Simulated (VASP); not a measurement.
# Zn in VASP: single point with PBE

Aim: the single point of Zn with PBE.

Program: VASP 6.6.1. These are calculated values, not measurements. Logs are shortened: lines on timing, memory, paths and dates and some standing lists are left out, and cuts for length are marked.

## 1. The cell of the first run

The cell holds a slab with vacuum, 7 atoms: a = 2.617 Å, b = 2.619 Å, c = 29.601 Å, α = 90.00°, β = 90.00°, γ = 119.98°.

## 2. Single point, PBE

File INCAR:

```
SYSTEM = Zn
PREC = Accurate
ENCUT = 520
EDIFF = 1E-6
ISMEAR = -1
SIGMA = 0.05
LREAL = .FALSE.
LASPH = .TRUE.
NELM = 80
ALGO = Normal
ISIF = 2
LWAVE = .FALSE.
LCHARG = .TRUE.
LDIPOL = .TRUE.
IDIPOL = 3
DIPOL = 0.5 0.5 0.500
GGA = PE
LELF = .TRUE.
LVHAR = .TRUE.
LVACPOTAV = .TRUE.
NBANDS = 51
```

File KPOINTS:

```
regular mesh
0
G
  12 12 1
  0 0 0
```

File POSCAR:

```
Zn
1.0
    2.6169740200      0.0000000000      0.0000000000
   -1.3084870100      2.2681701736      0.0000000000
    0.0000000000      0.0000000000     29.6008163838
Zn
7
Direct
    0.3393536486      0.6787072973      0.2533713903
    0.0115275509      0.0230551018      0.3350030037
    0.3508811995      0.7017623991      0.4175015018
    0.6902348482      0.3804696963      0.5000000000
    0.3624087504      0.7248175009      0.5816316134
    0.7017623991      0.4035247981      0.6641301116
    0.0411160477      0.0822320954      0.7466286097
```

Potentials or basis: VASP PAW PBE potentials, release 64 (Zn).

Started as:

```console
$ cat potpaw_PBE.64/Zn/POTCAR > POTCAR
$ mpirun -np 1 vasp_std > vasp.out
```

OUTCAR:

```text
SYSTEM = Zn
   PREC = Accurate
   ENCUT = 520
   EDIFF = 1E-6
   ISMEAR = -1
   LREAL = .FALSE.
   LASPH = .TRUE.
   NELM = 80
   ISIF = 2
   GGA = PE

 ion  position               nearest neighbor table
   1  0.339  0.679  0.253-   2 2.84   2 2.86   2 2.86
   2  0.012  0.023  0.335-   1 2.84   1 2.86   1 2.86   3 2.86   3 2.86   3 2.89
   3  0.351  0.702  0.418-   2 2.86   2 2.86   4 2.86   4 2.86   2 2.89   4 2.89
   4  0.690  0.380  0.500-   5 2.84   5 2.86   5 2.86   3 2.86   3 2.86   3 2.89
   5  0.362  0.725  0.582-   4 2.84   4 2.86   4 2.86   6 2.86   6 2.86   6 2.89
   6  0.702  0.404  0.664-   7 2.86   7 2.86   5 2.86   5 2.86   7 2.89   5 2.89
   7  0.041  0.082  0.747-   6 2.86   6 2.86   6 2.89

  LATTYP: Found a base centered orthorhombic cell.
 ALAT       =     2.6169740200
 B/A-ratio  =     1.7334296453
 C/A-ratio  =    11.3110853060

  Lattice vectors:

 A1 = (   1.3084870100,  -2.2681701736,   0.0000000000)
 A2 = (   1.3084870100,   2.2681701736,   0.0000000000)
 A3 = (   0.0000000000,   0.0000000000,  29.6008163838)

Analysis of symmetry for initial positions (statically):
=====================================================================
 Subroutine PRICEL returns:
 Original cell was already a primitive cell.

 Routine SETGRP: Setting up the symmetry group for a
 base centered orthorhombic supercell.

 Subroutine GETGRP returns: Found  2 space group operations
 (whereof  2 operations were pure point group operations)
 out of a pool of  8 trial point group operations.

The static configuration has the point symmetry C_1h.

Analysis of symmetry for dynamics (positions and initial velocities):
=====================================================================
 Subroutine PRICEL returns:
 Original cell was already a primitive cell.

 Routine SETGRP: Setting up the symmetry group for a
 base centered orthorhombic supercell.

 Subroutine GETGRP returns: Found  2 space group operations
 (whereof  2 operations were pure point group operations)
 out of a pool of  8 trial point group operations.

The dynamic configuration has the point symmetry C_1h.

 Subroutine INISYM returns: Found  2 space group operations
 (whereof  2 operations are pure point group operations),
 and found     1 'primitive' translations

----------------------------------------------------------------------------------------

                                     Primitive cell

  volume of cell :     175.7028

  direct lattice vectors                    reciprocal lattice vectors
     2.616974020  0.000000000  0.000000000     0.382120721  0.220442013  0.000000000
    -1.308487010  2.268170174  0.000000000     0.000000000  0.440884027  0.000000000
     0.000000000  0.000000000 29.600816384     0.000000000  0.000000000  0.033782852

  length of vectors
     2.616974020  2.618536651 29.600816384     0.441147285  0.440884027  0.033782852

  position of ions in fractional coordinates (direct lattice)
     0.339353649  0.678707297  0.253371390
     0.011527551  0.023055102  0.335003004
     0.350881200  0.701762399  0.417501502
     0.690234848  0.380469696  0.500000000
     0.362408750  0.724817501  0.581631613
     0.701762399  0.403524798  0.664130112
     0.041116048  0.082232095  0.746628610

  ion indices of the primitive-cell ions
   primitive index   ion index
                 1           1
                 2           2
                 3           3
                 4           4
                 5           5
                 6           6
                 7           7

----------------------------------------------------------------------------------------

 KPOINTS: regular mesh

Automatic generation of k-mesh.
 Grid dimensions read from file:
 generate k-points for:   12   12    1

 Generating k-lattice:

  Cartesian coordinates                     Fractional coordinates (reciprocal lattice)
     0.031843393  0.018370168  0.000000000     0.083333333  0.000000000  0.000000000
     0.000000000  0.036740336  0.000000000     0.000000000  0.083333333  0.000000000
     0.000000000  0.000000000  0.033782852     0.000000000  0.000000000  1.000000000

  Length of vectors
     0.036762274  0.036740336  0.033782852

  Shift w.r.t. Gamma in fractional coordinates (k-lattice)
     0.000000000  0.000000000  0.000000000

 Subroutine IBZKPT returns following result:
 ===========================================

 Found     43 irreducible k-points:

 Following reciprocal coordinates:
            Coordinates               Weight
  0.000000  0.000000  0.000000      1.000000
  0.083333 -0.000000  0.000000      4.000000
  0.166667 -0.000000  0.000000      4.000000
  0.250000 -0.000000  0.000000      4.000000
  0.333333 -0.000000  0.000000      4.000000
  0.416667 -0.000000  0.000000      4.000000
[... 16 lines left out ...]
  0.333333  0.166667  0.000000      4.000000
  0.416667  0.166667  0.000000      4.000000
 [... further k-points ...]
   k-points           NKPTS =     43   k-points in BZ     NKDIM =     43   number of bands    NBANDS=     51
   number of dos      NEDOS =    301   number of ions     NIONS =      7
   total plane-waves  NPLWV =  89600
   dimension x,y,z NGX =    20 NGY =   20 NGZ =  224
   dimension x,y,z NGXF=    40 NGYF=   40 NGZF=  448
   ions per type =               7
   NGX,Y,Z   is equivalent  to a cutoff of  12.71, 12.70, 12.58 a.u.
   NGXF,Y,Z  is equivalent  to a cutoff of  25.41, 25.40, 25.16 a.u.
 SYSTEM =  Zn
   PREC   = accura    normal or accurate (medium, high low for compatibility)
   ISTART =      0    job   : 0-new  1-cont  2-samecut
   ICHARG =      2    charge: 1-file 2-atom 10-const
   ISPIN  =      1    spin polarized calculation?
   LNONCOLLINEAR =      F non collinear calculations
   LSORBIT =      F    spin-orbit coupling
   LASPH  =      T    aspherical Exc in radial PAW
   ENCUT  =  520.0 eV  38.22 Ry    6.18 a.u.   4.87  4.87 55.04*2*pi/ulx,y,z
   NELM   =     80;   NELMIN=  2; NELMDL= -5     # of ELM steps
   EDIFF  = 0.1E-05   stopping-criterion for ELM
   LREAL  =      F    real-space projection
   EDIFFG = 0.1E-04   stopping-criterion for IOM
   NSW    =      0    number of steps for IOM
   IBRION =     -1    ionic relax: 0-MD 1-quasi-New 2-CG
   NFREE  =      0    steps in history (QN), initial steepest desc. (CG)
   ISIF   =      2    stress and relaxation
   ISYM   =      2    0-nonsym 1-usesym 2-fastsym
   POTIM  = 0.5000    time-step for ionic-motion
   TEBEG  =    0.0;   TEEND  =   0.0 temperature during run
   PSTRESS=    0.0 pullay stress
   NELECT =      84.0000    total number of electrons
   NUPDOWN=      -1.0000    fix difference up-down
   EMIN   =  10.00;   EMAX   =-10.00  energy-range for DOS
   EFERMI =   0.00;   METHOD = LEGACY
   ISMEAR =    -1;   SIGMA  =   0.05  broadening in eV -4-tet -1-fermi 0-gaus
   EFERMI_NEDOS =   21; number of points for ismear=-14 and -15
   IALGO  =     38    algorithm
   IMIX   =      4    mixing-type and parameters
     AMIX     =   0.40;   BMIX     =  1.00
     AMIX_MAG =   1.60;   BMIX_MAG =  1.00
  volume/ion in A,a.u.               =      25.10       169.39
  Fermi-wavevector in a.u.,A,eV,Ry     =   1.280093  2.419026 22.295041  1.638639
  Thomas-Fermi vector in A             =   2.412541
   LORBIT       =      0    0 simple, 1 ext, 2 COOP (PROOUT), +10 PAW based schemes
   GGA     = PE    functional components
   LHFCALC =     F    Hartree Fock is set to
   AEXX    =    0.0000 exact exchange contribution
   IVDW    =     0    specifies the selected vdW correction
   LEPSILON=     F    determine dielectric tensor
   LRPA    =     F    only Hartree local field effects (RPA)
 non-spin polarized calculation
  energy-cutoff  :      520.00
  volume of cell :      175.70
 maximum number of plane-waves:      4803
   NGX =  9   NGY =  9   NGZ =111

 dipolmoment           0.000000      0.000000      0.000151 electrons x Angstroem

 number of electron      84.0000002 magnetization

 dipolmoment           0.000000      0.000000     -0.000101 electrons x Angstroem

 Free energy of the ion-electron system (eV)
  ---------------------------------------------------
  ext. energy  EPLUGINS =         0.00000000
  ---------------------------------------------------
  free energy    TOTEN  =        -7.46145606 eV

  energy without entropy =       -7.44941318  energy(sigma->0) =       -7.45543462

 E-fermi :   0.3238     XC(G=0):  -7.4215

 val. band max:        0.2159998661   @ k =   0.0000   0.5000   0.0000
 cond. band min:       0.3440630110   @ k =   0.5000  -0.0000   0.0000
 fundamental gap:      0.1280631449
 Fermi energy:         0.3237697258

 k-point     1 :       0.0000    0.0000    0.0000
  band No.  band energies     occupation
      1     -10.5196      2.00000
      2     -10.1333      2.00000
      3      -9.6195      2.00000
      4      -9.0628      2.00000
      5      -8.7613      2.00000
      6      -8.5557      2.00000
[... 43 lines left out ...]
     50       5.7098      0.00000
     51       7.6732      0.00000

 k-point     2 :       0.0833   -0.0000    0.0000
  band No.  band energies     occupation
      1     -10.3072      2.00000
      2      -9.9244      2.00000
      3      -9.4197      2.00000
      4      -8.8904      2.00000
      5      -8.6414      2.00000
      6      -8.4407      2.00000
[... 43 lines left out ...]
     50       5.9077      0.00000
     51       7.8781      0.00000

 k-point     3 :       0.1667   -0.0000    0.0000
  band No.  band energies     occupation
      1      -9.6944      2.00000
      2      -9.3313      2.00000
      3      -8.8758      2.00000
      4      -8.4687      2.00000
      5      -8.3726      2.00000
      6      -8.1659      2.00000
[... 43 lines left out ...]
     50       6.4967      0.00000
     51       8.4836      0.00000
[... 1027 lines left out ...]
 k-point    23 :       0.3333    0.1667    0.0000
  band No.  band energies     occupation
      1      -8.2168      2.00000
      2      -8.2014      2.00000
      3      -8.1758      2.00000
      4      -8.1106      2.00000
      5      -8.0952      2.00000
      6      -8.0587      2.00000
[... 43 lines left out ...]
     50       5.3555      0.00000
     51       6.1010      0.00000

 k-point    24 :       0.4167    0.1667    0.0000
  band No.  band energies     occupation
      1      -8.2476      2.00000
      2      -8.2309      2.00000
      3      -8.2061      2.00000
      4      -8.1418      2.00000
      5      -8.1254      2.00000
      6      -8.0841      2.00000
[... 43 lines left out ...]
     50       5.6214      0.00000
     51       5.8691      0.00000

 [... further k-points ...]
[... 5 lines left out ...]
  --------------------------------------------------------------------------------------
  -------------------------------------------------------------------------------------
  Total        1.2329383      1.3103843      3.3648156      0.0000000     -0.1493272      0.0000000
  in kB       11.2427669     11.9489714     30.6826673      0.0000000     -1.3616668      0.0000000
  external PRESSURE =      17.9581352 kB  Pullay stress =       0.0000000 kB

 VOLUME and BASIS-vectors are now :
 -----------------------------------------------------------------------------
  energy-cutoff  :      520.00
  volume of cell :      175.70
      direct lattice vectors                 reciprocal lattice vectors
     2.616974020  0.000000000  0.000000000     0.382120721  0.220442013  0.000000000
    -1.308487010  2.268170174  0.000000000     0.000000000  0.440884027  0.000000000
     0.000000000  0.000000000 29.600816384     0.000000000  0.000000000  0.033782852

 POSITION                                       TOTAL-FORCE (eV/Angst)
 -----------------------------------------------------------------------------------
     -0.00000      1.53942      7.50000         0.000000      0.012330     -0.227166
      0.00000      0.05229      9.91636         0.000000     -0.003022      0.001124
     -0.00000      1.59172     12.35839         0.000000     -0.001738     -0.009317
      1.30849      0.86297     14.80041         0.000000      0.004719     -0.009645
     -0.00000      1.64401     17.21677        -0.000000     -0.003869      0.022786
      1.30849      0.91526     19.65879        -0.000000      0.000540      0.023190
      0.00000      0.18652     22.10082         0.000000     -0.008961      0.199028
 -----------------------------------------------------------------------------------
    total drift:                               -0.000000      0.002296      0.000311

  FREE ENERGIE OF THE ION-ELECTRON SYSTEM (eV)
  ---------------------------------------------------
  free  energy   TOTEN  =        -7.4614560587 eV

  energy  without entropy=       -7.4494131784  energy(sigma->0) =       -7.45543462

 vacuum level on the upper side and lower side of the slab         4.417         4.424
```

Run time: 25 min. Hardware: 1 thread of AMD EPYC, shared host; peak memory 0.4 GiB.

What came out:

```yaml
Free_energy: -7.4615 eV
Largest_force: 0.228 eV/Å
Band_gap_on_the_k_mesh: zero (bands 42 and 43 overlap by 3.83 eV)
```

Forces in eV/Å, atoms in the order of the input:
```
Zn   0.000  0.012 -0.227
Zn   0.000 -0.003  0.001
Zn   0.000 -0.002 -0.009
Zn   0.000  0.005 -0.010
Zn   0.000 -0.004  0.023
Zn   0.000  0.001  0.023
Zn   0.000 -0.009  0.199
```
